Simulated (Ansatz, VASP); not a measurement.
This is a calculation of Y for VASP 6.6.1.

File INCAR:

```
  PREC = Accurate
  ENCUT = 520
  EDIFF = 1E-6
  ISMEAR = -1
  SIGMA = 0.05
  LREAL = F
  LASPH = T
  NELM = 100
  ALGO = Normal
  ISIF = 2
  LWAVE = F
  LCHARG = T
  GGA = PS
  LELF = T
  LVHAR = T
  NBANDS = 18
```

The input KPOINTS:

```
regular mesh
0
Gamma
  8 8 5
```

POSCAR

```
Y
1.0
    3.7189358085      0.0000000000      0.0000000000
   -1.8594679043      3.2206928852      0.0000000000
    0.0000000000      0.0000000000      5.8429932402
Y
2
Direct
    0.6666666667      0.3333333333      0.7500000000
    0.3333333333      0.6666666667      0.2500000000
```

Potentials or basis: VASP PAW PBE potentials, release 64 (Y_sv).

Run with:

```bash
$ cat potpaw_PBE.64/Y_sv/POTCAR > POTCAR
$ mpirun -np 1 vasp_std > vasp.out
```

Question: Translate it to Ansatz 0.2.0. Potentials there: all-electron LAPW, scalar-relativistic.

Answer: As run (the cutoff follows the program's own potentials):

The input input.yaml:

```yaml
crystal:
  lattice:
    - [3.7189358085, 0.0, 0.0]
    - [-1.8594679043, 3.2206928852, 0.0]
    - [0.0, 0.0, 5.8429932402]
  atoms:
    - { symbol: "Y", position: [0.6666666667, 0.3333333333, 0.75] }
    - { symbol: "Y", position: [0.3333333333, 0.6666666667, 0.25] }
kpoints:
  mp_grid: { grid: [8, 8, 5] }
scf:
  occupations: { method: fermi_dirac, width: 0.05 }
hamiltonian:
  xc: pbesol
  pseudopotentials: { kind: all_electron, lapw: { basis_error: 0.0005 } }
output:
  forces: true
  stress: true
  eigenvalues: true
```

Potentials or basis: all-electron LAPW, scalar-relativistic.

The run is started by

```sh
$ ansatz run input.yaml --threads 1 --pin off --max-ram 3072MiB --backend cpu --events-out ev --progress --plain --runs-dir out
```

Both were run:

|  | VASP | Ansatz | Ansatz less VASP |
| --- | --- | --- | --- |
| gap on the k mesh at the Fermi level (eV) | none | none | - |
| pressure (GPa) | -4.0 | -3.9 | +0.08 |
| traceless stress, the component that is largest in VASP (GPa) | -0.30 | -0.30 | 0.000 |

VASP's potentials were made for PBE, not for PBEsol. A gap of «none» marks a metal or a gap that the smearing closes. Ansatz ran all-electron here, and VASP with PAW potentials.
